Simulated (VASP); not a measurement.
# KBr (I-4m2) in VASP: a series of runs

Runs on KBr. Level: HSE06. Tasks: single point.

Everything below comes from runs of VASP 6.6.1. Logs are shortened: lines on timing, memory, paths and dates and some standing lists are left out, and cuts for length are marked.

## (1) The cell of the first run

The structure is tetragonal, space group I-4m2 (No. 119). Conventional cell: a = 5.346 Å, b = 5.346 Å, c = 6.988 Å, α = 90.00°, β = 90.00°, γ = 90.00°. Within 4.2 Å of K (site symmetry -4m2) lie 4 Br at 3.19 Å. Br (site symmetry -4m2) has 4 K at 3.19 Å within 4.2 Å.

## (2) Single point, HSE06 (epitaxial xy strain +2.5%)

POSCAR

```
KBr
1.0
    0.0000000000      3.7805067765      3.4939996362
    3.7805067765      0.0000000000      3.4939996362
    3.7805067765      3.7805067765      0.0000000000
K Br
1 1
Direct
    0.0000000000      0.0000000000      0.0000000000
    0.2500000000      0.2500000000      0.2500000000
```

INCAR.step1

```
  PREC = Accurate
  ENCUT = 520
  EDIFF = 1E-5
  ISMEAR = 0
  SIGMA = 0.01
  LREAL = False
  LASPH = True
  NELM = 100
  ALGO = Normal
  ISIF = 2
  LWAVE = True
  LCHARG = False
  GGA = PE
  NBANDS = 15
```

INCAR.step2

```
  PREC = Accurate
  ENCUT = 520
  EDIFF = 1E-6
  ISMEAR = 0
  SIGMA = 0.01
  LREAL = False
  LASPH = True
  NELM = 100
  ALGO = Normal
  ISIF = 2
  LWAVE = False
  LCHARG = False
  GGA = PE
  LHFCALC = True
  HFSCREEN = 0.2079
  PRECFOCK = Normal
  ISTART = 1
  NBANDS = 15
```

KPOINTS

```
Automatic mesh
0
Gamma
  4 4 4
```

Potentials or basis: VASP PAW PBE potentials, release 64 (K_sv, Br).

Started as:

```sh
> cat potpaw_PBE.64/K_sv/POTCAR potpaw_PBE.64/Br/POTCAR > POTCAR
> cp INCAR.step1 INCAR
> mpirun -np 1 vasp_std > vasp.out
> cp INCAR.step2 INCAR
> mpirun -np 1 vasp_std > vasp.out
```

OUTCAR:

```text
PREC = Accurate
   ENCUT = 520
   EDIFF = 1E-6
   ISMEAR = 0
   LREAL = False
   LASPH = True
   NELM = 100
   ISIF = 2
   GGA = PE
   LHFCALC = True
   HFSCREEN = 0.2079
   PRECFOCK = Normal
   ISTART = 1

 ion  position               nearest neighbor table
   1  0.000  0.000  0.000-   2 3.19   2 3.19   2 3.19   2 3.19
   2  0.250  0.250  0.250-   1 3.19   1 3.19   1 3.19   1 3.19

  LATTYP: Found a body centered tetragonal cell.
 ALAT       =     5.3464439560
 C/A-ratio  =     1.3070368510

  Lattice vectors:

 A1 = (   0.0000000000,  -3.7805067765,  -3.4939996362)
 A2 = (   0.0000000000,   3.7805067765,  -3.4939996362)
 A3 = (   3.7805067765,   0.0000000000,   3.4939996362)

Analysis of symmetry for initial positions (statically):
=====================================================================
 Subroutine PRICEL returns:
 Original cell was already a primitive cell.

 Routine SETGRP: Setting up the symmetry group for a
 body centered tetragonal supercell.

 Subroutine GETGRP returns: Found  8 space group operations
 (whereof  8 operations were pure point group operations)
 out of a pool of 16 trial point group operations.

The static configuration has the point symmetry D_2d.

Analysis of symmetry for dynamics (positions and initial velocities):
=====================================================================
 Subroutine PRICEL returns:
 Original cell was already a primitive cell.

 Routine SETGRP: Setting up the symmetry group for a
 body centered tetragonal supercell.

 Subroutine GETGRP returns: Found  8 space group operations
 (whereof  8 operations were pure point group operations)
 out of a pool of 16 trial point group operations.

The dynamic configuration has the point symmetry D_2d.

 Subroutine INISYM returns: Found  8 space group operations
 (whereof  8 operations are pure point group operations),
 and found     1 'primitive' translations

----------------------------------------------------------------------------------------

                                     Primitive cell

  volume of cell :      99.8741

  direct lattice vectors                    reciprocal lattice vectors
     0.000000000  3.780506777  3.493999636    -0.132257401  0.132257401  0.143102476
     3.780506777  0.000000000  3.493999636     0.132257401 -0.132257401  0.143102476
     3.780506777  3.780506777  0.000000000     0.132257401  0.132257401 -0.143102476

  length of vectors
     5.147840804  5.147840804  5.346443956     0.235504477  0.235504477  0.235504477

  position of ions in fractional coordinates (direct lattice)
     0.000000000  0.000000000  0.000000000
     0.250000000  0.250000000  0.250000000

  ion indices of the primitive-cell ions
   primitive index   ion index
                 1           1
                 2           2

----------------------------------------------------------------------------------------

 KPOINTS: Automatic mesh

Automatic generation of k-mesh.
 Grid dimensions read from file:
 generate k-points for:    4    4    4

 Generating k-lattice:

  Cartesian coordinates                     Fractional coordinates (reciprocal lattice)
    -0.033064350  0.033064350  0.035775619     0.250000000 -0.000000000  0.000000000
     0.033064350 -0.033064350  0.035775619    -0.000000000  0.250000000  0.000000000
     0.033064350  0.033064350 -0.035775619     0.000000000  0.000000000  0.250000000

  Length of vectors
     0.058876119  0.058876119  0.058876119

  Shift w.r.t. Gamma in fractional coordinates (k-lattice)
     0.000000000  0.000000000  0.000000000

 Subroutine IBZKPT returns following result:
 ===========================================

 Found     13 irreducible k-points:

 Following reciprocal coordinates:
            Coordinates               Weight
  0.000000  0.000000  0.000000      1.000000
  0.250000  0.000000  0.000000      8.000000
  0.500000  0.000000  0.000000      4.000000
  0.250000  0.250000  0.000000      2.000000
  0.500000  0.250000  0.000000      8.000000
 -0.250000  0.250000  0.000000      4.000000
  0.500000  0.500000  0.000000      1.000000
  0.250000  0.000000  0.250000      4.000000
  0.500000  0.000000  0.250000     16.000000
 -0.250000 -0.000000  0.250000      8.000000
 -0.250000  0.500000  0.250000      4.000000
  0.500000  0.000000  0.500000      2.000000
 -0.250000  0.250000  0.500000      2.000000
   k-points           NKPTS =     13   k-points in BZ     NKDIM =     64   number of bands    NBANDS=     15
   number of dos      NEDOS =    301   number of ions     NIONS =      2
   total plane-waves  NPLWV =  64000
   dimension x,y,z NGX =    40 NGY =   40 NGZ =   40
   dimension x,y,z NGXF=    80 NGYF=   80 NGZF=   80
   ions per type =               1   1
   NGX,Y,Z   is equivalent  to a cutoff of  12.92, 12.92, 12.44 a.u.
   NGXF,Y,Z  is equivalent  to a cutoff of  25.84, 25.84, 24.88 a.u.
 SYSTEM =  unknown system
   PREC   = accura    normal or accurate (medium, high low for compatibility)
   ISTART =      1    job   : 0-new  1-cont  2-samecut
   ICHARG =      0    charge: 1-file 2-atom 10-const
   ISPIN  =      1    spin polarized calculation?
   LNONCOLLINEAR =      F non collinear calculations
   LSORBIT =      F    spin-orbit coupling
   LASPH  =      T    aspherical Exc in radial PAW
   ENCUT  =  520.0 eV  38.22 Ry    6.18 a.u.   9.57  9.57  9.94*2*pi/ulx,y,z
   NELM   =    100;   NELMIN=  2; NELMDL=  0     # of ELM steps
   EDIFF  = 0.1E-05   stopping-criterion for ELM
   LREAL  =      F    real-space projection
   EDIFFG = 0.1E-04   stopping-criterion for IOM
   NSW    =      0    number of steps for IOM
   IBRION =     -1    ionic relax: 0-MD 1-quasi-New 2-CG
   NFREE  =      0    steps in history (QN), initial steepest desc. (CG)
   ISIF   =      2    stress and relaxation
   ISYM   =      3    0-nonsym 1-usesym 2-fastsym
   POTIM  = 0.5000    time-step for ionic-motion
   TEBEG  =    0.0;   TEEND  =   0.0 temperature during run
   PSTRESS=    0.0 pullay stress
   NELECT =      16.0000    total number of electrons
   NUPDOWN=      -1.0000    fix difference up-down
   EMIN   =  10.00;   EMAX   =-10.00  energy-range for DOS
   EFERMI =   0.00;   METHOD = LEGACY
   ISMEAR =     0;   SIGMA  =   0.01  broadening in eV -4-tet -1-fermi 0-gaus
   EFERMI_NEDOS =   21; number of points for ismear=-14 and -15
   IALGO  =     38    algorithm
   IMIX   =      1    mixing-type and parameters
     AMIX     =   0.40;   BMIX     =  1.00
     AMIX_MAG =   1.60;   BMIX_MAG =  1.00
  volume/ion in A,a.u.               =      49.94       336.99
  Fermi-wavevector in a.u.,A,eV,Ry     =   0.889127  1.680207 10.756046  0.790547
  Thomas-Fermi vector in A             =   2.010647
   LORBIT       =      0    0 simple, 1 ext, 2 COOP (PROOUT), +10 PAW based schemes
   GGA     = PE    functional components
   LHFCALC =     T    Hartree Fock is set to
   PRECFOCK=normal    Normal, Fast or Accurate (Low or Medium for compatibility)
   ENCUT4O =  -1.0   cutoff for four orbital integrals eV
   NKREDX  =     1    reduce k-point grid by
   NKREDY  =     1    reduce k-point grid by
   NKREDZ  =     1    reduce k-point grid by
   AEXX    =    0.2500 exact exchange contribution
   HFSCREEN=    0.2079 screening length (either q_TF or 0.3 A-1)
   HFSCREENC=   0.2079 screening length for correlation (either q_TF or 0.3 A-1)
   ENCUTFOCK=  -1.0 apply spherical cutoff to Coloumb kernel
   IVDW    =     0    specifies the selected vdW correction
   LEPSILON=     F    determine dielectric tensor
   LRPA    =     F    only Hartree local field effects (RPA)
 non-spin polarized calculation
 Gauss-broadening in eV      SIGMA  =   0.01
  energy-cutoff  :      520.00
  volume of cell :       99.87
 maximum number of plane-waves:      2712
 NGX is ok and might be reduce to    40
  NGX = 30; NGY = 30; NGZ = 30

 number of electron      15.9999998 magnetization

 Free energy of the ion-electron system (eV)
  ---------------------------------------------------
  ext. energy  EPLUGINS =         0.00000000
  ---------------------------------------------------
  free energy    TOTEN  =        -6.97131016 eV

  energy without entropy =       -6.97131016  energy(sigma->0) =       -6.97131016

 E-fermi :  -3.7998     XC(G=0):  -5.0392

 val. band max:       -3.9500563750   @ k =   0.5000   0.0000   0.0000
 cond. band min:       1.4075524210   @ k =   0.0000   0.0000   0.0000
 fundamental gap:      5.3576087960
 Fermi energy:        -3.7997845457

 k-point     1 :       0.0000    0.0000    0.0000
  band No.  band energies     occupation
      1     -33.9482      2.00000
      2     -16.8613      2.00000
      3     -16.0964      2.00000
      4     -16.0886      2.00000
      5     -16.0886      2.00000
      6      -4.0032      2.00000
      7      -4.0032      2.00000
      8      -3.9714      2.00000
      9       1.4076      0.00000
     10       5.8096      0.00000
     11       6.3449      0.00000
     12       6.9013      0.00000
     13       6.9014      0.00000
     14       7.1784      0.00000
     15       7.6210      0.00000

 k-point     2 :       0.2500    0.0000    0.0000
  band No.  band energies     occupation
      1     -33.9474      2.00000
      2     -16.9652      2.00000
      3     -16.0971      2.00000
      4     -16.0931      2.00000
      5     -15.9717      2.00000
      6      -4.2145      2.00000
      7      -4.0106      2.00000
      8      -3.9649      2.00000
      9       2.3065      0.00000
     10       5.4624      0.00000
     11       5.6898      0.00000
     12       5.9764      0.00000
     13       6.9562      0.00000
     14       7.5153      0.00000
     15       7.5509      0.00000
[... 167 lines left out ...]
      3     -16.1153      2.00000
      4     -16.1012      2.00000
      5     -15.7891      2.00000
      6      -4.4508      2.00000
      7      -3.9865      2.00000
      8      -3.9809      2.00000
      9       3.1709      0.00000
     10       4.3831      0.00000
     11       6.1683      0.00000
     12       6.8566      0.00000
     13       6.9614      0.00000
     14       7.1356      0.00000
     15       7.6004      0.00000

 k-point    13 :      -0.2500    0.2500    0.5000
  band No.  band energies     occupation
      1     -33.9462      2.00000
      2     -17.1022      2.00000
      3     -16.1157      2.00000
      4     -16.1086      2.00000
      5     -15.7844      2.00000
      6      -4.2438      2.00000
      7      -4.2017      2.00000
      8      -3.9965      2.00000
      9       3.5553      0.00000
     10       4.3813      0.00000
     11       6.0393      0.00000
     12       6.2308      0.00000
     13       6.7219      0.00000
     14       7.0483      0.00000
     15       8.0851      0.00000

------------------------ aborting loop because EDIFF is reached ----------------------------------------

  FORCE on cell =-STRESS in cart. coord.  units (eV):
  Direction    XX          YY          ZZ          XY          YZ          ZX
  --------------------------------------------------------------------------------------
  -------------------------------------------------------------------------------------
  Total        0.1060292      0.1060292      0.1069076      0.0000000      0.0000000      0.0000000
  in kB        1.7009169      1.7009169      1.7150078      0.0000000      0.0000000      0.0000000
  external PRESSURE =       1.7056139 kB  Pullay stress =       0.0000000 kB

 VOLUME and BASIS-vectors are now :
 -----------------------------------------------------------------------------
  energy-cutoff  :      520.00
  volume of cell :       99.87
      direct lattice vectors                 reciprocal lattice vectors
     0.000000000  3.780506777  3.493999636    -0.132257401  0.132257401  0.143102476
     3.780506777  0.000000000  3.493999636     0.132257401 -0.132257401  0.143102476
     3.780506777  3.780506777  0.000000000     0.132257401  0.132257401 -0.143102476

 POSITION                                       TOTAL-FORCE (eV/Angst)
 -----------------------------------------------------------------------------------
      0.00000      0.00000      0.00000         0.000000      0.000000      0.000000
      1.89025      1.89025      1.74700         0.000000      0.000000     -0.000000
 -----------------------------------------------------------------------------------
    total drift:                               -0.000002      0.000002      0.000016

  FREE ENERGIE OF THE ION-ELECTRON SYSTEM (eV)
  ---------------------------------------------------
  free  energy   TOTEN  =        -6.9713101601 eV

  energy  without entropy=       -6.9713101601  energy(sigma->0) =       -6.97131016
```

Run time: 11 min. Hardware: 1 thread of Intel Xeon Platinum 8488C (Sapphire Rapids), shared host; peak memory 0.35 GiB.

Results:

- Free energy: -6.9713 eV
- Pressure: 0.2 GPa
- Band gap on the k mesh: 5.36 eV (least direct gap 5.38 eV)

Levels at points of the mesh, in eV from the valence-band top:
| k point | band 4 | band 5 | band 6 | band 7 | band 8 | band 9 | band 10 | band 11 | band 12 | band 13 |
| --- | --- | --- | --- | --- | --- | --- | --- | --- | --- | --- |
| (0.00, 0.00, 0.00) | -12.14 | -12.14 | -0.05 | -0.05 | -0.02 | 5.36 | 9.76 | 10.29 | 10.85 | 10.85 |
| (0.50, 0.00, 0.00) | -12.15 | -11.92 | -0.44 | -0.07 | 0.00 | 7.66 | 8.13 | 9.32 | 9.70 | 11.01 |
| (0.50, 0.50, 0.00) | -12.16 | -11.88 | -0.44 | -0.10 | -0.10 | 7.24 | 8.32 | 10.58 | 10.84 | 10.84 |
| (0.50, 0.00, 0.50) | -12.15 | -11.84 | -0.50 | -0.04 | -0.03 | 7.12 | 8.33 | 10.12 | 10.81 | 10.91 |

Caveat: the cell differs from its parent crystal (epitaxial xy strain +2.5%); the structure was generated, so it needn't be the stable form of KBr; the PAW data sets were made with another functional, which shifts forces and pressure a little.

## (3) Single point, HSE06 (epitaxial xy strain -2.0%)

POSCAR

```
KBr
1.0
    0.0000000000      3.6145333083      3.8232348651
    3.6145333083      0.0000000000      3.8232348651
    3.6145333083      3.6145333083      0.0000000000
K Br
1 1
Direct
    0.0000000000      0.0000000000      0.0000000000
    0.2500000000      0.2500000000      0.2500000000
```

INCAR.step1

```
SYSTEM = KBr
  ALGO = Normal
  EDIFF = 1E-5
  ENCUT = 520
  GGA = PE
  ISIF = 2
  ISMEAR = 0
  LASPH = .TRUE.
  LREAL = .FALSE.
  LWAVE = .TRUE.
  NBANDS = 15
  NELM = 80
  PREC = Accurate
  SIGMA = 0.01
```

INCAR.step2

```
SYSTEM = KBr
  ALGO = Normal
  EDIFF = 1E-6
  ENCUT = 520
  GGA = PE
  HFSCREEN = 0.2079
  ISIF = 2
  ISMEAR = 0
  ISTART = 1
  LASPH = .TRUE.
  LCHARG = .TRUE.
  LELF = .TRUE.
  LHFCALC = .TRUE.
  LREAL = .FALSE.
  LVHAR = .TRUE.
  LWAVE = .FALSE.
  NBANDS = 15
  NELM = 80
  PREC = Accurate
  PRECFOCK = Normal
  SIGMA = 0.01
```

KPOINTS

```
k-points
0
G
  4 4 4
  0 0 0
```

Potentials or basis: VASP PAW PBE potentials, release 64 (K_sv, Br).

Started as:

```sh
> cat potpaw_PBE.64/K_sv/POTCAR potpaw_PBE.64/Br/POTCAR > POTCAR
> cp INCAR.step1 INCAR
> mpirun -np 1 vasp_std > vasp.out
> cp INCAR.step2 INCAR
> mpirun -np 1 vasp_std > vasp.out
```

Wall time 13 min (1 thread of Intel Xeon Platinum 8488C (Sapphire Rapids), shared host); peak memory 0.35 GiB.

It converged, with:

```yaml
Free_energy: -6.9710 eV
Pressure: 0.2 GPa
Band_gap_on_the_k_mesh: 5.36 eV (least direct gap 5.39 eV)
```

Levels at points of the mesh, in eV from the valence-band top:
```
           k point  band 4  band 5  band 6  band 7  band 8  band 9  band 10  band 11  band 12  band 13
(0.00, 0.00, 0.00)  -12.14  -12.13   -0.06   -0.03   -0.03    5.36     9.83    10.26    10.80    11.02
(0.50, 0.00, 0.00)  -12.14  -11.92   -0.44   -0.06    0.00    7.67     8.13     9.39     9.63    11.05
(0.50, 0.50, 0.00)  -12.15  -11.82   -0.50   -0.02   -0.02    7.11     8.34    10.06    10.91    10.95
(0.50, 0.00, 0.50)  -12.14  -11.86   -0.47   -0.07   -0.07    7.19     8.35    10.38    10.77    11.03
```

Caveat: the cell differs from its parent crystal (epitaxial xy strain -2.0%); the structure was generated, so it needn't be the stable form of KBr; the PAW data sets were made with another functional, which shifts forces and pressure a little.
